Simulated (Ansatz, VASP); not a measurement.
**Al: VASP beside Ansatz**

File INCAR:

```
PREC     = Accurate       # precision mode
ENCUT    = 520            # plane-wave cutoff, eV
EDIFF    = 1E-6           # SCF threshold, eV
ISMEAR   = 0              # smearing method
SIGMA    = 0.15           # smearing width, eV
LREAL    = False          # projectors in reciprocal space
LASPH    = True           # aspherical terms in the spheres
NELM     = 100            # most SCF steps
ALGO     = Normal         # electronic algorithm
ISIF     = 2              # what is computed and relaxed
LWAVE    = False          # write WAVECAR
LCHARG   = False          # write CHGCAR
GGA      = PE             # functional
IVDW     = 12             # dispersion correction
NBANDS   = 14             # bands
```

File KPOINTS:

```
regular mesh
0
Gamma
  18 18 6
```

File POSCAR:

```
Al
1.0
    2.6651029599      0.0000000000      0.0000000000
   -1.3325514800      2.3080468670      0.0000000000
    0.0000000000      0.0000000000      9.4811037799
Al
4
Direct
    0.0000000000      0.0000000000      0.0000000000
    0.3333333333      0.6666666667      0.2500000000
    0.0000000000      0.0000000000      0.5000000000
    0.6666666667      0.3333333333      0.7500000000
```

Input for Ansatz:

```yaml
crystal:
  lattice:
    - [2.6651029599, 0.0, 0.0]
    - [-1.33255148, 2.308046867, 0.0]
    - [0.0, 0.0, 9.4811037799]
  atoms:
    - { symbol: Al, position: [0.0, 0.0, 0.0] }
    - { symbol: Al, position: [0.3333333333, 0.6666666667, 0.25] }
    - { symbol: Al, position: [0.0, 0.0, 0.5] }
    - { symbol: Al, position: [0.6666666667, 0.3333333333, 0.75] }
basis:
  ecutwfc: 420
kpoints:
  mp_grid: { grid: [18, 18, 6] }
hamiltonian:
  xc: pbe
  pseudopotentials: { kind: paw, azcp: { folder: soft_1 } }
  dispersion: d3bj
scf:
  occupations: { method: gaussian, width: 0.15 }
output:
  forces: true
  stress: true
  eigenvalues: true
```

Alike in both runs: task single point; functional PBE; dispersion D3(BJ); k mesh 18 × 18 × 6; occupations gaussian, width 0.15 eV; no spin polarisation.

```csv
,VASP,Ansatz
version,VASP 6.6.1,Ansatz 0.2.0
potentials or method,"VASP PAW PBE potentials, release 64 (Al), cutoff 520 eV","scalar-relativistic, plane waves, PAW"
valence electrons in the cell,12,12
```

|  | VASP | Ansatz | Ansatz less VASP |
| --- | --- | --- | --- |
| gap on the k mesh at the Fermi level (eV) | none | none | - |
| pressure (GPa) | 9.8 | 9.8 | -0.01 |
| traceless stress, the component that is largest in VASP (GPa) | -7.10 | -7.10 | -0.003 |

A gap of «none» marks a metal or a gap that the smearing closes.
